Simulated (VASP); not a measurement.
# LiSb2 (Fddd) in VASP: a series of runs, part 2 of 2

VASP 6.6.1. Earlier steps stand in the parts before.

**4. Single point, PBE**

This run uses another cell than the first one, of 24.76 Å³/atom, 1.168 times its volume.

File INCAR:

```
  PREC = Accurate
  ENCUT = 520
  EDIFF = 1E-6
  ISMEAR = 0
  SIGMA = 0.1229
  LREAL = F
  LASPH = T
  NELM = 100
  ALGO = Normal
  ISIF = 2
  LWAVE = F
  LCHARG = F
  GGA = PE
  NBANDS = 22
```

File KPOINTS:

```
Automatic mesh
0
Gamma
  4 4 4
```

File POSCAR:

```
LiSb2
1.0
    0.0000000000      2.8951921926      4.9533070217
    0.0000000000     -2.8951921926      4.9533070217
    5.1805613599      2.8951921926      0.0000000000
Li Sb
2 4
Direct
    0.0000000000      0.0000000000      0.0000000000
    0.2500000000      0.2500000000      0.5000000000
    0.6802310370      0.3197689630      0.6395379259
    0.3197689630      0.6802310370      0.3604620741
    0.5697689630      0.9302310370      0.8604620741
    0.9302310370      0.5697689630      0.1395379259
```

Potentials or basis: VASP PAW PBE potentials, release 64 (Li_sv, Sb).

The run is started by

```sh
cat potpaw_PBE.64/Li_sv/POTCAR potpaw_PBE.64/Sb/POTCAR > POTCAR
mpirun -np 1 vasp_std > vasp.out
```

OUTCAR:

```text
PREC = Accurate
   ENCUT = 520
   EDIFF = 1E-6
   ISMEAR = 0
   LREAL = F
   LASPH = T
   NELM = 100
   ISIF = 2
   GGA = PE

 ion  position               nearest neighbor table
   1  0.000  0.000  0.000-   5 2.96   6 2.96   5 2.96   6 2.96
   2  0.250  0.250  0.500-   3 2.96   4 2.96   4 2.96   3 2.96
   3  0.680  0.320  0.640-   2 2.96   2 2.96   5 3.09   5 3.09   4 3.24   4 3.24   4 3.73
   4  0.320  0.680  0.360-   2 2.96   2 2.96   6 3.09   6 3.09   3 3.24   3 3.24   3 3.73
   5  0.570  0.930  0.860-   1 2.96   1 2.96   3 3.09   3 3.09   6 3.24   6 3.24   6 3.73
   6  0.930  0.570  0.140-   1 2.96   1 2.96   4 3.09   4 3.09   5 3.24   5 3.24   5 3.73

  LATTYP: Found a face centered orthorhombic cell.
 ALAT       =     5.7903843852
 B/A-ratio  =     1.7108733003
 C/A-ratio  =     1.7893669972

  Lattice vectors:

 A1 = (  -5.1805613599,   0.0000000000,   4.9533070217)
 A2 = (  -5.1805613599,  -2.8951921926,   0.0000000000)
 A3 = (   0.0000000000,  -2.8951921926,   4.9533070217)

Analysis of symmetry for initial positions (statically):
=====================================================================
 Subroutine PRICEL returns:
 Original cell was already a primitive cell.

 Routine SETGRP: Setting up the symmetry group for a
 face centered orthorhombic supercell.

 Subroutine GETGRP returns: Found  8 space group operations
 (whereof  4 operations were pure point group operations)
 out of a pool of  8 trial point group operations.

The static configuration has the point symmetry D_2 .
 The point group associated with its full space group is D_2h.

Analysis of symmetry for dynamics (positions and initial velocities):
=====================================================================
 Subroutine PRICEL returns:
 Original cell was already a primitive cell.

 Routine SETGRP: Setting up the symmetry group for a
 face centered orthorhombic supercell.

 Subroutine GETGRP returns: Found  8 space group operations
 (whereof  4 operations were pure point group operations)
 out of a pool of  8 trial point group operations.

The dynamic configuration has the point symmetry D_2 .
 The point group associated with its full space group is D_2h.

 Subroutine INISYM returns: Found  8 space group operations
 (whereof  4 operations are pure point group operations),
 and found     1 'primitive' translations

----------------------------------------------------------------------------------------

                                     Primitive cell

  volume of cell :     148.5865

  direct lattice vectors                    reciprocal lattice vectors
     0.000000000  2.895192193  4.953307022    -0.096514637  0.172700107  0.100942663
     0.000000000 -2.895192193  4.953307022     0.096514637 -0.172700107  0.100942663
     5.180561360  2.895192193  0.000000000     0.193029274  0.000000000  0.000000000

  length of vectors
     5.737367714  5.737367714  5.934673861     0.222103181  0.222103181  0.193029274

  position of ions in fractional coordinates (direct lattice)
     0.000000000  0.000000000  0.000000000
     0.250000000  0.250000000  0.500000000
     0.680231037  0.319768963  0.639537926
     0.319768963  0.680231037  0.360462074
[... 39 lines left out ...]
            Coordinates               Weight
  0.000000  0.000000  0.000000      1.000000
  0.250000 -0.000000 -0.000000      8.000000
  0.500000 -0.000000 -0.000000      4.000000
  0.250000  0.250000  0.000000      2.000000
  0.500000  0.250000  0.000000      8.000000
 -0.250000  0.250000  0.000000      4.000000
[... 10 lines left out ...]
  0.250000  0.250000  0.500000      2.000000
  0.500000  0.500000  0.500000      1.000000
   k-points           NKPTS =     18   k-points in BZ     NKDIM =     18   number of bands    NBANDS=     22
   number of dos      NEDOS =    301   number of ions     NIONS =      6
   total plane-waves  NPLWV = 110592
   dimension x,y,z NGX =    48 NGY =   48 NGZ =   48
   dimension x,y,z NGXF=    96 NGYF=   96 NGZF=   96
   ions per type =               2   4
   NGX,Y,Z   is equivalent  to a cutoff of  13.91, 13.91, 13.45 a.u.
   NGXF,Y,Z  is equivalent  to a cutoff of  27.82, 27.82, 26.89 a.u.
 SYSTEM =  unknown system
   PREC   = accura    normal or accurate (medium, high low for compatibility)
   ISTART =      0    job   : 0-new  1-cont  2-samecut
   ICHARG =      2    charge: 1-file 2-atom 10-const
   ISPIN  =      1    spin polarized calculation?
   LNONCOLLINEAR =      F non collinear calculations
   LSORBIT =      F    spin-orbit coupling
   LASPH  =      T    aspherical Exc in radial PAW
   ENCUT  =  520.0 eV  38.22 Ry    6.18 a.u.  10.67 10.67 11.03*2*pi/ulx,y,z
   NELM   =    100;   NELMIN=  2; NELMDL= -5     # of ELM steps
   EDIFF  = 0.1E-05   stopping-criterion for ELM
   LREAL  =      F    real-space projection
   EDIFFG = 0.1E-04   stopping-criterion for IOM
   NSW    =      0    number of steps for IOM
   IBRION =     -1    ionic relax: 0-MD 1-quasi-New 2-CG
   NFREE  =      0    steps in history (QN), initial steepest desc. (CG)
   ISIF   =      2    stress and relaxation
   ISYM   =      2    0-nonsym 1-usesym 2-fastsym
   POTIM  = 0.5000    time-step for ionic-motion
   TEBEG  =    0.0;   TEEND  =   0.0 temperature during run
   PSTRESS=    0.0 pullay stress
   NELECT =      26.0000    total number of electrons
   NUPDOWN=      -1.0000    fix difference up-down
   EMIN   =  10.00;   EMAX   =-10.00  energy-range for DOS
   EFERMI =   0.00;   METHOD = LEGACY
   ISMEAR =     0;   SIGMA  =   0.12  broadening in eV -4-tet -1-fermi 0-gaus
   EFERMI_NEDOS =   21; number of points for ismear=-14 and -15
   IALGO  =     38    algorithm
   IMIX   =      4    mixing-type and parameters
     AMIX     =   0.40;   BMIX     =  1.00
     AMIX_MAG =   1.60;   BMIX_MAG =  1.00
  volume/ion in A,a.u.               =      24.76       167.12
  Fermi-wavevector in a.u.,A,eV,Ry     =   0.915671  1.730367 11.407851  0.838453
  Thomas-Fermi vector in A             =   2.040439
   LORBIT       =      0    0 simple, 1 ext, 2 COOP (PROOUT), +10 PAW based schemes
   GGA     = PE    functional components
   LHFCALC =     F    Hartree Fock is set to
   AEXX    =    0.0000 exact exchange contribution
   IVDW    =     0    specifies the selected vdW correction
   LEPSILON=     F    determine dielectric tensor
   LRPA    =     F    only Hartree local field effects (RPA)
 non-spin polarized calculation
 Gauss-broadening in eV      SIGMA  =   0.12
  energy-cutoff  :      520.00
  volume of cell :      148.59
 maximum number of plane-waves:      4025
 NGX is ok and might be reduce to    48
   NGX = 21   NGY = 21   NGZ = 23

 number of electron      26.0000003 magnetization

 Free energy of the ion-electron system (eV)
  ---------------------------------------------------
  ext. energy  EPLUGINS =         0.00000000
  ---------------------------------------------------
  free energy    TOTEN  =       -20.99358027 eV

  energy without entropy =      -20.95558866  energy(sigma->0) =      -20.97458447

 E-fermi :   6.1896     XC(G=0):  -9.3206

 val. band max:        6.1866279513   @ k =  -0.2500   0.2500   0.0000
 cond. band min:       6.2249807154   @ k =   0.2500  -0.0000  -0.0000
 fundamental gap:      0.0383527640
 Fermi energy:         6.1896343211

 k-point     1 :       0.0000    0.0000    0.0000
  band No.  band energies     occupation
      1     -40.6574      2.00000
      2     -40.6567      2.00000
      3      -5.5733      2.00000
      4      -2.2881      2.00000
      5      -2.0957      2.00000
      6      -0.5028      2.00000
[... 439 lines left out ...]
     21      11.3339      0.00000
     22      11.3339      0.00000

------------------------ aborting loop because EDIFF is reached ----------------------------------------

  FORCE on cell =-STRESS in cart. coord.  units (eV):
  Direction    XX          YY          ZZ          XY          YZ          ZX
  --------------------------------------------------------------------------------------
  -------------------------------------------------------------------------------------
  Total       -0.0345006     -0.0304803     -0.0228612      0.0000000      0.0000000      0.0000000
  in kB       -0.3720123     -0.3286629     -0.2465075      0.0000000      0.0000000      0.0000000
  external PRESSURE =      -0.3157276 kB  Pullay stress =       0.0000000 kB

 VOLUME and BASIS-vectors are now :
 -----------------------------------------------------------------------------
  energy-cutoff  :      520.00
  volume of cell :      148.59
      direct lattice vectors                 reciprocal lattice vectors
     0.000000000  2.895192193  4.953307022    -0.096514637  0.172700107  0.100942663
     0.000000000 -2.895192193  4.953307022     0.096514637 -0.172700107  0.100942663
     5.180561360  2.895192193  0.000000000     0.193029274  0.000000000  0.000000000

 POSITION                                       TOTAL-FORCE (eV/Angst)
 -----------------------------------------------------------------------------------
      0.00000      0.00000      0.00000         0.000000     -0.000000     -0.000000
      2.59028      1.44760      2.47665         0.000000      0.000000      0.000000
      3.31317      2.89519      4.95331         0.001965      0.000000      0.000000
      1.86740      0.00000      4.95331        -0.001965     -0.000000      0.000000
      4.45768      1.44760      7.42996        -0.001965     -0.000000      0.000000
      0.72288      1.44760      7.42996         0.001965      0.000000      0.000000
 -----------------------------------------------------------------------------------
    total drift:                               -0.000000     -0.000000     -0.000000

  FREE ENERGIE OF THE ION-ELECTRON SYSTEM (eV)
  ---------------------------------------------------
  free  energy   TOTEN  =       -20.9935802707 eV

  energy  without entropy=      -20.9555886644  energy(sigma->0) =      -20.97458447
```

OSZICAR:

```text
N       E                     dE             d eps       ncg     rms          rms(c)
DAV:   1     0.116725048012E+03    0.11673E+03   -0.87532E+03   792   0.102E+03
DAV:   2    -0.812632972867E+01   -0.12485E+03   -0.12023E+03   924   0.203E+02
DAV:   3    -0.204325658318E+02   -0.12306E+02   -0.12105E+02  1298   0.507E+01
DAV:   4    -0.210533427003E+02   -0.62078E+00   -0.61048E+00  1204   0.119E+01
DAV:   5    -0.210734218343E+02   -0.20079E-01   -0.20077E-01  1112   0.198E+00    0.394E+00
DAV:   6    -0.210123247406E+02    0.61097E-01   -0.57397E-02   972   0.101E+00    0.229E+00
DAV:   7    -0.209937372948E+02    0.18587E-01   -0.73604E-02   966   0.107E+00    0.151E-01
DAV:   8    -0.209935256707E+02    0.21162E-03   -0.95682E-03   954   0.488E-01    0.723E-02
DAV:   9    -0.209935873145E+02   -0.61644E-04   -0.42590E-04  1108   0.115E-01    0.436E-02
DAV:  10    -0.209935815405E+02    0.57740E-05   -0.28593E-05  1122   0.268E-02    0.816E-03
DAV:  11    -0.209935801177E+02    0.14228E-05   -0.17233E-06   726   0.752E-03    0.371E-03
DAV:  12    -0.209935802707E+02   -0.15307E-06   -0.31243E-07   588   0.340E-03
   1 F= -.20993580E+02 E0= -.20974584E+02  d E =-.379916E-01
```

Run time: 70 s. Hardware: 1 thread of AMD EPYC 7R43 (Zen 3), shared host; peak memory 0.28 GiB.

What came out:

- Free energy: -20.9936 eV
- Band gap on the k mesh: zero (band 13 reaches 7.08 eV, above the bottom of band 14 at 5.01 eV)

Levels at points of the mesh, in eV from the Fermi level:
| k point | band 9 | band 10 | band 11 | band 12 | band 13 | band 14 | band 15 | band 16 | band 17 | band 18 |
| --- | --- | --- | --- | --- | --- | --- | --- | --- | --- | --- |
| (0.00, 0.00, 0.00) | -3.05 | -2.99 | -2.70 | -2.00 | -1.75 | -1.18 | 1.10 | 1.75 | 2.27 | 2.41 |
| (0.50, 0.00, 0.00) | -2.84 | -2.20 | -1.41 | -0.90 | 0.40 | 0.99 | 1.41 | 1.66 | 1.69 | 2.79 |
| (0.50, 0.50, 0.00) | -2.57 | -2.57 | -2.10 | -2.10 | 0.89 | 0.89 | 1.13 | 1.13 | 1.66 | 1.66 |
| (0.00, 0.00, 0.50) | -2.79 | -2.79 | -1.68 | -1.68 | 0.20 | 0.20 | 1.34 | 1.34 | 2.20 | 2.20 |
| (0.50, 0.50, 0.50) | -2.40 | -2.40 | -0.63 | -0.63 | -0.01 | -0.01 | 1.85 | 1.85 | 3.12 | 3.12 |

Caveat: the cutoff is under 1.25 times the usual one of these potentials, so pressure, stress and relaxed cells hold a basis-set (Pulay) error; spin-orbit coupling is left out, which moves the levels of the heavy elements.

**5. Single point, PBE**

This run uses another cell than the first one, of 24.76 Å³/atom, 1.168 times its volume.

File INCAR:

```
SYSTEM = LiSb2
PREC = Accurate
ENCUT = 520
EDIFF = 1E-6
ISMEAR = 0
SIGMA = 0.1229
LREAL = .FALSE.
LASPH = .TRUE.
NELM = 100
ALGO = Normal
ISIF = 2
LWAVE = .FALSE.
LCHARG = .TRUE.
GGA = PE
LELF = .TRUE.
LVHAR = .TRUE.
NBANDS = 22
```

File KPOINTS:

```
Automatic mesh
0
G
  4 4 4
  0 0 0
```

File POSCAR:

```
LiSb2
1.0
    0.0000000000      2.8951965861      4.9532985235
    0.0000000000     -2.8951965861      4.9532985235
    5.1805571841      2.8951965861      0.0000000000
Li Sb
2 4
Direct
    0.0000000000      0.0000000000      0.0000000000
    0.2500000000      0.2500000000      0.5000000000
    0.6802314159      0.3197685841      0.6395371683
    0.3197685841      0.6802314159      0.3604628317
    0.5697685841      0.9302314159      0.8604628317
    0.9302314159      0.5697685841      0.1395371683
```

The run is started by

```sh
cat potpaw_PBE.64/Li_sv/POTCAR potpaw_PBE.64/Sb/POTCAR > POTCAR
mpirun -np 1 vasp_std > vasp.out
```

Wall time 77 s (1 thread of AMD EPYC 7R43 (Zen 3), shared host); peak memory 0.28 GiB.

It converged, with:

```
Free energy            : -20.9936 eV
Band gap on the k mesh : zero (band 13 reaches 7.08 eV, above the bottom of band 14 at 5.01 eV)
```

Levels at points of the mesh, in eV from the Fermi level:
| k point | band 11 | band 12 | band 13 | band 14 | band 15 | band 16 |
| --- | --- | --- | --- | --- | --- | --- |
| (0.00, 0.00, 0.00) | -2.70 | -2.00 | -1.75 | -1.18 | 1.10 | 1.75 |
| (0.50, 0.00, 0.00) | -1.41 | -0.90 | 0.40 | 0.99 | 1.41 | 1.66 |
| (0.50, 0.50, 0.00) | -2.10 | -2.10 | 0.89 | 0.89 | 1.13 | 1.13 |
| (0.00, 0.00, 0.50) | -1.68 | -1.68 | 0.20 | 0.20 | 1.34 | 1.34 |
| (0.50, 0.50, 0.50) | -0.63 | -0.63 | -0.01 | -0.01 | 1.85 | 1.85 |

Caveat: the cutoff is under 1.25 times the usual one of these potentials, so pressure, stress and relaxed cells hold a basis-set (Pulay) error; spin-orbit coupling is left out, which moves the levels of the heavy elements.

**6. Single point, RPBE**

This run uses another cell than the first one, of 25.65 Å³/atom, 1.210 times its volume.

File INCAR:

```
PREC = Accurate
ENCUT = 520
EDIFF = 1E-6
ISMEAR = 0
SIGMA = 0.1229
LREAL = F
LASPH = T
NELM = 100
ALGO = Normal
ISIF = 2
LWAVE = F
LCHARG = F
GGA = RP
NBANDS = 22
```

File KPOINTS:

```
regular mesh
0
Gamma
  4 4 4
```

File POSCAR:

```
LiSb2
1.0
    0.0000000000      2.8883170126      4.9976331169
    0.0000000000     -2.8883170126      4.9976331169
    5.3318502316      2.8883170126      0.0000000000
Li Sb
2 4
Direct
    0.0000000000      0.0000000000      0.0000000000
    0.2500000000      0.2500000000      0.5000000000
    0.6797159944      0.3202840056      0.6405680112
    0.3202840056      0.6797159944      0.3594319888
    0.5702840056      0.9297159944      0.8594319888
    0.9297159944      0.5702840056      0.1405680112
```

Potentials or basis: VASP PAW PBE potentials, release 64 (Li_sv, Sb).

The run is started by

```sh
cat potpaw_PBE.64/Li_sv/POTCAR potpaw_PBE.64/Sb/POTCAR > POTCAR
mpirun -np 1 vasp_std > vasp.out
```

Run time: 70 s. Hardware: 1 thread of AMD EPYC 7R43 (Zen 3), shared host; peak memory 0.28 GiB.

Results (log left out):

- Free energy: -19.2981 eV
- Band gap on the k mesh: zero (band 13 reaches 6.86 eV, above the bottom of band 14 at 4.86 eV)

Levels at points of the mesh, in eV from the Fermi level:
```
           k point  band 10  band 11  band 12  band 13  band 14  band 15  band 16  band 17
(0.00, 0.00, 0.00)    -2.89    -2.62    -1.87    -1.63    -1.08     1.01     1.60     2.28
(0.50, 0.00, 0.00)    -2.19    -1.51    -0.91     0.50     1.04     1.43     1.55     1.66
(0.50, 0.50, 0.00)    -2.60    -2.04    -2.04     0.92     0.92     1.13     1.13     1.65
(0.00, 0.00, 0.50)    -2.74    -1.57    -1.57     0.08     0.08     1.24     1.24     2.13
(0.50, 0.50, 0.50)    -2.36    -0.71    -0.71     0.03     0.03     1.80     1.80     2.88
```

Caveat: the cutoff is under 1.25 times the usual one of these potentials, so pressure, stress and relaxed cells hold a basis-set (Pulay) error; the PAW data sets were made with another functional, which shifts forces and pressure a little; spin-orbit coupling is left out, which moves the levels of the heavy elements.

**7. Overview**

```tsv
level	cell	gap on the mesh (eV)
PBE+D3(BJ)	a = 5.472, b = 5.472, c = 5.601 Å, angles 104.4, 75.6, 60.7°, 6 atoms	none
PBE+D3(BJ)	a = 6.058, b = 6.058, c = 5.326 Å, angles 105.0, 75.0, 57.0°, 6 atoms	none
PBE	a = 5.737, b = 5.737, c = 5.935 Å, angles 104.3, 75.7, 60.6°, 6 atoms	none
RPBE	a = 5.772, b = 5.772, c = 6.064 Å, angles 103.8, 76.2, 60.1°, 6 atoms	none
```

Alike in all rows: task single point; potentials or basis VASP PAW PBE potentials, release 64 (Li_sv, Sb); no spin polarisation; k mesh 4 × 4 × 4; cutoff (eV) 520; smearing gaussian 0.1229 eV.

Caveats: some runs use coarse meshes; the cutoff is under 1.25 times the usual one of these potentials, so pressure, stress and relaxed cells hold a basis-set (Pulay) error; spin-orbit coupling is left out, which moves the levels of the heavy elements; three body term missing (some runs); pairwise dispersion overbinds metals, which lowers pressure and volume (some runs); the PAW data sets were made with another functional, which shifts forces and pressure a little (some runs).

Absolute energies hang on the potentials; compare differences alone.
